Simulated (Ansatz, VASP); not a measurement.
**Two plane-wave programs on CdTe**

Contents of POSCAR:

```
CdTe
1.0
    0.0000000000      3.4439528717      3.0450158540
    3.4439528717      0.0000000000      3.0450158540
    3.4439528717      3.4439528717      0.0000000000
Cd Te
1 1
Direct
    0.0000000000      0.0000000000      0.0000000000
    0.2500000000      0.2500000000      0.2500000000
```

File INCAR.step1:

```
ALGO     = Normal         # electronic algorithm
EDIFF    = 1E-4           # SCF threshold, eV
ENCUT    = 520            # plane-wave cutoff, eV
GGA      = PE             # functional
ISMEAR   = 0              # smearing method
LASPH    = True           # aspherical terms in the spheres
LCHARG   = False          # write CHGCAR
LREAL    = False          # projectors in reciprocal space
LWAVE    = True           # write WAVECAR
NBANDS   = 16             # bands
NELM     = 80             # most SCF steps
PREC     = Accurate       # precision mode
SIGMA    = 0.01           # smearing width, eV
```

The input INCAR.step2:

```
ALGO     = Normal         # electronic algorithm
EDIFF    = 1E-7           # SCF threshold, eV
ENCUT    = 520            # plane-wave cutoff, eV
ISIF     = 2              # what is computed and relaxed
ISMEAR   = 0              # smearing method
ISTART   = 1            
LASPH    = True           # aspherical terms in the spheres
LCHARG   = True           # write CHGCAR
LELF     = True           # ELF
LMIXTAU  = True         
LREAL    = False          # projectors in reciprocal space
LVHAR    = True         
LWAVE    = False          # write WAVECAR
METAGGA  = R2SCAN         # meta-GGA
NBANDS   = 16             # bands
NELM     = 80             # most SCF steps
PREC     = Accurate       # precision mode
SIGMA    = 0.01           # smearing width, eV
```

Contents of KPOINTS:

```
k-points
0
Gamma
  6 6 6
```

Input for Ansatz:

```yaml
crystal:
  lattice:
    - [0.0, 3.4439528717, 3.045015854]
    - [3.4439528717, 0.0, 3.045015854]
    - [3.4439528717, 3.4439528717, 0.0]
  atoms:
    - { symbol: Cd, position: [0.0, 0.0, 0.0] }
    - { symbol: Te, position: [0.25, 0.25, 0.25] }
kpoints:
  mp_grid: { grid: [6, 6, 6] }
  band_path:
    path:
      - [0.0, 0.0, 0.0]
      - [-0.5, -0.5, 0.0]
      - [-0.375, -0.375, 0.25]
      - [-0.375, 0.0, 0.375]
      - [0.0, 0.0, 0.5]
      - [-0.5, -0.25, 0.25]
    npoints: 1
hamiltonian:
  xc: r2scan
scf:
  occupations: { method: fixed }
  n_extra_bands: 4
output:
  forces: true
  stress: true
  eigenvalues: true
  write_density: true
  write_potential: true
  elf: true
  volumetric_format: npy
```

Change from the starting cell: epitaxial_xy strain +5.0%.

Alike in both runs: task single point; functional r2SCAN; k mesh 6 × 6 × 6; no spin polarisation.

|  | VASP | Ansatz |
| --- | --- | --- |
| version | VASP 6.6.1 | Ansatz 0.2.0 |
| potentials or method | VASP PAW PBE potentials, release 64 (Cd, Te) | plane waves, PAW |
| plane-wave cutoff (eV) | 520 | 500 |
| occupations | gaussian, width 0.01 eV | fixed |
| valence electrons in the cell | 18 | 36 |

```tsv
	VASP	Ansatz	Ansatz less VASP
gap on the k mesh at the Fermi level (eV)	0.83	0.84	+0.009
pressure (GPa)	-1.1	-1.1	-0.09
traceless stress, the component that is largest in VASP (GPa)	1.14	1.14	+0.001
```

VASP's potentials were made for PBE, not for r2SCAN. VASP's potentials hold 18 valence electrons a cell and Ansatz's 36, so a difference there can come from the potentials and not from the codes.

Spin-orbit coupling is off throughout.
